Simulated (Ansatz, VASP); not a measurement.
One calculation of CaBi2Au2, two programs

Contents of INCAR:

```
SYSTEM = CaBi2Au2
ALGO = Normal
EDIFF = 1E-7
ENCUT = 520
GGA = PE
ISIF = 2
ISMEAR = 0
LASPH = .TRUE.
LCHARG = .FALSE.
LREAL = .FALSE.
LWAVE = .FALSE.
NBANDS = 39
NELM = 80
PREC = Accurate
SIGMA = 0.1401
```

KPOINTS

```
k-points
0
G
  8 8 8
  0 0 0
```

POSCAR

```
CaBi2Au2
1.0
    0.0000000000      4.8695240000      0.0000000000
    4.8695240000      0.0000000000      0.0000000000
    2.4347620000      2.4347620000     -5.6224870000
Ca Au Bi
1 2 2
Direct
    0.0000000000      0.0000000000      0.0000000000
    0.7500000000      0.2500000000      0.5000000000
    0.2500000000      0.7500000000      0.5000000000
    0.3790000000      0.3790000000      0.2420000000
    0.6210000000      0.6210000000      0.7580000000
```

Input for Ansatz:

```yaml
crystal:
  lattice:
    - [0.0, 4.869524, 0.0]
    - [4.869524, 0.0, 0.0]
    - [2.434762, 2.434762, -5.622487]
  atoms:
    - { symbol: Ca, position: [0.0, 0.0, 0.0] }
    - { symbol: Au, position: [0.75, 0.25, 0.5] }
    - { symbol: Au, position: [0.25, 0.75, 0.5] }
    - { symbol: Bi, position: [0.379, 0.379, 0.242] }
    - { symbol: Bi, position: [0.621, 0.621, 0.758] }
  symmetry: { tolerance: 0.0003 }
kpoints:
  mp_grid: { grid: [8, 8, 8], shift: [0, 0, 0] }
  band_path:
    path:
      - [0.0, 0.0, 0.0]
      - [0.5, 0.5, 0.5]
      - [0.5, 0.5, 0.25]
      - [0.0, 0.5, 0.0]
      - [0.0, 0.0, 0.0]
      - [0.0, 0.0, -0.5]
      - [0.0, 0.40623816, -0.29688092]
      - [0.0, 0.59376184, 0.29688092]
      - [0.0, 0.0, 0.0]
      - [0.5, 0.5, 0.5]
      - [0.40623816, 0.59376184, 0.5]
    npoints: 6
magnetization:
  spin_polarized: false
scf:
  occupations: { method: gaussian, width: 0.1401 }
  lower_state_search: "off"
  max_iter: 200
hamiltonian:
  pseudopotentials: { kind: paw }
  xc: pbe
basis:
  ecutwfc: 420
  fft_grid_basis: typed
output:
  forces: true
  stress: true
  eigenvalues: true
  bader: true
  populations: true
  elf: true
  write_potential: true
  volumetric_format: npy
  dos:
    e_range: [-12, 8]
    de: 0.05
    projected: { site_lists: { Au: [Au], Bi: [Bi], Ca: [Ca] } }
checkpoint:
  read: saved_state
```

Alike in both runs: task single point; functional PBE; k mesh 8 × 8 × 8; occupations gaussian, width 0.1401 eV; no spin polarisation.

```csv
,VASP,Ansatz
version,VASP 6.6.1,Ansatz 0.2.0
potentials or method,"VASP PAW PBE potentials, release 64 (Ca_sv, Au, Bi_d), cutoff 520 eV",PAW plane waves
valence electrons in the cell,62,78
```

```tsv
	VASP	Ansatz	Ansatz less VASP
pressure (GPa)	6.2	6.3	+0.06
traceless stress, the component that is largest in VASP (GPa)	4.60	4.60	-0.007
rms of the force components (eV/Å)	0.710	0.708	-0.0019
```

Atom by atom the forces differ by 0.002 eV/Å (rms over components). VASP's potentials hold 62 valence electrons a cell and Ansatz's 78, so a difference there can come from the potentials and not from the codes.

Neither program's run includes spin-orbit coupling.
